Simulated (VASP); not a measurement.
Set up this calculation in VASP 6.6.1, as the native input.

```yaml
Task: single point
Functional: PBE
Potentials_or_basis: VASP PAW PBE potentials, release 64 (Zr_sv, Hf_pv, C)
Cutoff: 520 eV
k_mesh: 12 × 12 × 6
Occupations: gaussian, width 0.1 eV
Spin: no spin polarisation
Dipole_correction: no
Further_INCAR_settings: ALGO = Normal; EDIFF = 1e-07; NBANDS = 31
```

The structure of Hf2ZrC3 lies in POSCAR:

```
Hf2ZrC3
1.0
    4.2907017060      0.0000000000      0.0000000000
   -2.1453508530      3.7158566774      0.0000000000
    0.0000000000      0.0000000000      5.8843657795
Zr Hf C
1 2 3
Direct
    0.3333333333      0.6666666667      0.5000000000
    0.0000000000      0.0000000000      0.0000000000
    0.0000000000      0.0000000000      0.5000000000
    0.3333333333      0.6666666667      0.8865418502
    0.3333333333      0.6666666667      0.1134581498
    0.6666666667      0.3333333333      0.5000000000
```

The cell was built from a structure type or drawn by symmetry, and may not be a known phase.

One way to write it, as run:

INCAR

```
SYSTEM = Hf2ZrC3
PREC = Accurate
ENCUT = 520
EDIFF = 1E-7
ISMEAR = 0
SIGMA = 0.1
LREAL = .False.
LASPH = .True.
NELM = 100
ALGO = Normal
ISIF = 2
LWAVE = .False.
LCHARG = .True.
GGA = PE
LELF = .True.
LVHAR = .True.
NBANDS = 31
```

KPOINTS

```
regular mesh
0
Gamma
  12 12 6
  0 0 0
```

Potentials or basis: VASP PAW PBE potentials, release 64 (Zr_sv, Hf_pv, C).

Launch:

```bash
$ cat potpaw_PBE.64/Zr_sv/POTCAR potpaw_PBE.64/Hf_pv/POTCAR potpaw_PBE.64/C/POTCAR > POTCAR
$ mpirun -np 1 vasp_std > vasp.out
```

Results of the run:

```
Pressure               : -0.4 GPa
Largest force          : 0.089 eV/Å
Band gap on the k mesh : zero (bands 22 and 23 overlap by 0.37 eV)
```

Caveat: spin-orbit coupling is left out, which moves the levels of the heavy elements.

It took 2.7 min on 1 thread of AMD EPYC 9R45 96-Core Processor (Zen 5), with other jobs on the host, peak memory 0.32 GiB.
